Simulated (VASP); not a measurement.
# W in VASP: further runs

W is run at these levels: PBE; tasks: single point.

All numbers are computed with VASP 6.6.1; they aren't measurements. Logs are shortened: lines on timing, memory, paths and dates and some standing lists are left out, and cuts for length are marked.

### 1 The cell of the first run

The cell holds a slab with vacuum, 2 atoms: a = 2.741 Å, b = 2.741 Å, c = 14.238 Å, α = 90.00°, β = 90.00°, γ = 109.47°.

### 2 Single point, PBE

Input file INCAR:

```
SYSTEM = W
  PREC = Accurate
  ENCUT = 400
  EDIFF = 1E-6
  ISMEAR = -1
  SIGMA = 0.15
  LREAL = .False.
  LASPH = .True.
  NELM = 120
  ALGO = Normal
  ISIF = 2
  LWAVE = .False.
  LCHARG = .False.
  LDIPOL = .True.
  IDIPOL = 3
  DIPOL = 0.5 0.5 0.500
  GGA = PE
  NBANDS = 21
  GGA_COMPAT = .False.
  NELMDL = -8
```

Input file KPOINTS:

```
regular mesh
0
Gamma
  7 7 1
  0 0 0
```

Input file POSCAR:

```
W
1.0
    2.7406932748      0.0000000000      0.0000000000
   -0.9135644249      2.5839503997      0.0000000000
    0.0000000000      0.0000000000     14.2377666883
W
2
Direct
    0.0000000000      0.0000000000      0.4214144066
    0.5000000000      0.5000000000      0.5785855934
```

Potentials or basis: VASP PAW PBE potentials, release 64 (W_sv).

Command:

```sh
$ cat potpaw_PBE.64/W_sv/POTCAR > POTCAR
$ mpirun -np 1 vasp_std > vasp.out
```

OUTCAR:

```text
SYSTEM = W
   PREC = Accurate
   ENCUT = 400
   EDIFF = 1E-6
   ISMEAR = -1
   LREAL = .False.
   LASPH = .True.
   NELM = 120
   ISIF = 2
   GGA = PE
   NELMDL = -8

 ion  position               nearest neighbor table
   1  0.000  0.000  0.421-   2 2.74   2 2.74   2 3.16   2 3.16
   2  0.500  0.500  0.579-   1 2.74   1 2.74   1 3.16   1 3.16

  LATTYP: Found a base centered orthorhombic cell.
 ALAT       =     3.1646800000
 B/A-ratio  =     1.4142135624
 C/A-ratio  =     4.4989593540

  Lattice vectors:

 A1 = (   2.7406932748,   0.0000000000,   0.0000000000)
 A2 = (  -0.9135644249,   2.5839503997,   0.0000000000)
 A3 = (   0.0000000000,   0.0000000000,  14.2377666883)

Analysis of symmetry for initial positions (statically):
=====================================================================
 Subroutine PRICEL returns:
 Original cell was already a primitive cell.

 Routine SETGRP: Setting up the symmetry group for a
 base centered orthorhombic supercell.

 Subroutine GETGRP returns: Found  8 space group operations
 (whereof  4 operations were pure point group operations)
 out of a pool of  8 trial point group operations.

The static configuration has the point symmetry C_2v.
 The point group associated with its full space group is D_2h.

Analysis of symmetry for dynamics (positions and initial velocities):
=====================================================================
 Subroutine PRICEL returns:
 Original cell was already a primitive cell.

 Routine SETGRP: Setting up the symmetry group for a
 base centered orthorhombic supercell.

 Subroutine GETGRP returns: Found  8 space group operations
 (whereof  4 operations were pure point group operations)
 out of a pool of  8 trial point group operations.

The dynamic configuration has the point symmetry C_2v.
 The point group associated with its full space group is D_2h.

 Subroutine INISYM returns: Found  8 space group operations
 (whereof  4 operations are pure point group operations),
 and found     1 'primitive' translations

----------------------------------------------------------------------------------------

                                     Primitive cell

  volume of cell :     100.8292

  direct lattice vectors                    reciprocal lattice vectors
     2.740693275  0.000000000  0.000000000     0.364871184  0.129001444  0.000000000
    -0.913564425  2.583950400  0.000000000     0.000000000  0.387004333  0.000000000
     0.000000000  0.000000000 14.237766688     0.000000000  0.000000000  0.070235734
[... 79 lines left out ...]
   IBRION =     -1    ionic relax: 0-MD 1-quasi-New 2-CG
   NFREE  =      0    steps in history (QN), initial steepest desc. (CG)
   ISIF   =      2    stress and relaxation
   ISYM   =      2    0-nonsym 1-usesym 2-fastsym
   POTIM  = 0.5000    time-step for ionic-motion
   TEBEG  =    0.0;   TEEND  =   0.0 temperature during run
   PSTRESS=    0.0 pullay stress
   NELECT =      28.0000    total number of electrons
   NUPDOWN=      -1.0000    fix difference up-down
   EMIN   =  10.00;   EMAX   =-10.00  energy-range for DOS
   EFERMI =   0.00;   METHOD = LEGACY
   ISMEAR =    -1;   SIGMA  =   0.15  broadening in eV -4-tet -1-fermi 0-gaus
   EFERMI_NEDOS =   21; number of points for ismear=-14 and -15
   IALGO  =     38    algorithm
   IMIX   =      4    mixing-type and parameters
     AMIX     =   0.40;   BMIX     =  1.00
     AMIX_MAG =   1.60;   BMIX_MAG =  1.00
  volume/ion in A,a.u.               =      50.41       340.21
  Fermi-wavevector in a.u.,A,eV,Ry     =   1.068067  2.018355 15.521092  1.140768
  Thomas-Fermi vector in A             =   2.203704
   LORBIT       =      0    0 simple, 1 ext, 2 COOP (PROOUT), +10 PAW based schemes
   GGA     = PE    functional components
   LHFCALC =     F    Hartree Fock is set to
   AEXX    =    0.0000 exact exchange contribution
   IVDW    =     0    specifies the selected vdW correction
   LEPSILON=     F    determine dielectric tensor
   LRPA    =     F    only Hartree local field effects (RPA)
 non-spin polarized calculation
  energy-cutoff  :      400.00
  volume of cell :      100.83
 maximum number of plane-waves:      1873
 NGX is ok and might be reduce to    18

 dipolmoment           0.000000      0.000000     -0.000000 electrons x Angstroem

 number of electron      27.9999999 magnetization

 dipolmoment           0.000000      0.000000      0.000000 electrons x Angstroem

 Free energy of the ion-electron system (eV)
  ---------------------------------------------------
  ext. energy  EPLUGINS =         0.00000000
  ---------------------------------------------------
  free energy    TOTEN  =       -23.14024994 eV

  energy without entropy =      -22.98410968  energy(sigma->0) =      -23.06217981

 E-fermi :   0.3666     XC(G=0):  -5.7755

 val. band max:        0.3461230831   @ k =   0.4286   0.2857   0.0000
 cond. band min:       0.4991589517   @ k =  -0.1429   0.1429   0.0000
 fundamental gap:      0.1530358686
 Fermi energy:         0.3665955742

 k-point     1 :       0.0000    0.0000    0.0000
  band No.  band energies     occupation
      1     -73.6590      2.00000
      2     -73.5925      2.00000
      3     -38.2784      2.00000
      4     -37.6414      2.00000
      5     -37.5049      2.00000
      6     -37.2964      2.00000
[... 373 lines left out ...]
     20       6.2380      0.00000
     21       7.8612      0.00000

------------------------ aborting loop because EDIFF is reached ----------------------------------------

 vacuum level on the upper side and lower side of the slab       (xc-potential included)        -0.346        -0.346

  FORCE on cell =-STRESS in cart. coord.  units (eV):
  Direction    XX          YY          ZZ          XY          YZ          ZX
  --------------------------------------------------------------------------------------
  -------------------------------------------------------------------------------------
  Total       -3.4315283     -4.2229407     -2.1705530     -1.1192262      0.0000000      0.0000000
  in kB      -54.5270100    -67.1025592    -34.4901028    -17.7845122      0.0000000      0.0000000
  external PRESSURE =     -52.0398907 kB  Pullay stress =       0.0000000 kB

 VOLUME and BASIS-vectors are now :
 -----------------------------------------------------------------------------
  energy-cutoff  :      400.00
  volume of cell :      100.83
      direct lattice vectors                 reciprocal lattice vectors
     2.740693275  0.000000000  0.000000000     0.364871184  0.129001444  0.000000000
    -0.913564425  2.583950400  0.000000000     0.000000000  0.387004333  0.000000000
     0.000000000  0.000000000 14.237766688     0.000000000  0.000000000  0.070235734

 POSITION                                       TOTAL-FORCE (eV/Angst)
 -----------------------------------------------------------------------------------
      0.00000      0.00000      6.00000         0.000000      0.000000      0.957323
      0.91356      1.29198      8.23777        -0.000000      0.000000     -0.957323
 -----------------------------------------------------------------------------------
    total drift:                                0.000000      0.000000      0.000000

  FREE ENERGIE OF THE ION-ELECTRON SYSTEM (eV)
  ---------------------------------------------------
  free  energy   TOTEN  =       -23.1402499388 eV

  energy  without entropy=      -22.9841096763  energy(sigma->0) =      -23.06217981

 vacuum level on the upper side and lower side of the slab         4.870         4.870
```

It took 66 s on 1 thread of AMD EPYC 7R13, shared host; peak memory 0.15 GiB.

Results:

- Free energy: -23.1402 eV
- Largest force: 0.957 eV/Å
- Band gap on the k mesh: zero (band 14 reaches 1.31 eV, above the bottom of band 15 at -0.16 eV)

Forces on the atoms (eV/Å):
```
W    0.000  0.000  0.957
W    0.000  0.000 -0.957
```

Caveat: spin-orbit coupling is left out, which moves the levels of the heavy elements.

### 3 Single point, PBE

This run uses another cell than the first one: it holds 4 atoms, not 2.

Input file INCAR:

```
PREC = Accurate
ENCUT = 400
EDIFF = 1E-6
ISMEAR = -1
SIGMA = 0.15
LREAL = False
LASPH = True
NELM = 120
ALGO = Normal
ISIF = 2
LWAVE = False
LCHARG = True
LDIPOL = True
IDIPOL = 3
DIPOL = 0.5 0.5 0.500
GGA = PE
LELF = True
LVHAR = True
LVACPOTAV = True
NBANDS = 36
GGA_COMPAT = False
NELMDL = -8
```

Input file KPOINTS:

```
regular mesh
0
Gamma
  7 7 1
```

Input file POSCAR:

```
W
1.0
    2.7406932748      0.0000000000      0.0000000000
   -0.9135644249      2.5839503997      0.0000000000
    0.0000000000      0.0000000000     18.7133000649
W
4
Direct
    0.0000000000      0.0000000000      0.3206275739
    0.5000000000      0.5000000000      0.4402091913
    0.0000000000      0.0000000000      0.5597908087
    0.5000000000      0.5000000000      0.6793724261
```

Potentials or basis: VASP PAW PBE potentials, release 64 (W_sv).

Command:

```sh
$ cat potpaw_PBE.64/W_sv/POTCAR > POTCAR
$ mpirun -np 1 vasp_std > vasp.out
```

Wall time 3 min (1 thread of AMD EPYC 7R13, shared host); peak memory 0.17 GiB.

The run converged. Its results:

```yaml
Free_energy: -48.9772 eV
Largest_force: 0.601 eV/Å
Band_gap_on_the_k_mesh: zero (band 28 reaches 4.11 eV, above the bottom of band 29 at 2.28 eV)
```

Forces in eV/Å, atoms in the order of the input:
```
W    0.000  0.000  0.328
W    0.000  0.000 -0.601
W    0.000  0.000  0.601
W    0.000  0.000 -0.328
```

Levels at points of the mesh, in eV from the Fermi level:
```csv
k point,band 24,band 25,band 26,band 27,band 28,band 29,band 30,band 31,band 32,band 33
"(0.00, 0.00, 0.00)",-1.63,-1.52,-1.44,-1.27,-0.73,-0.41,0.52,0.88,1.69,1.75
```

Caveat: spin-orbit coupling is left out, which moves the levels of the heavy elements.
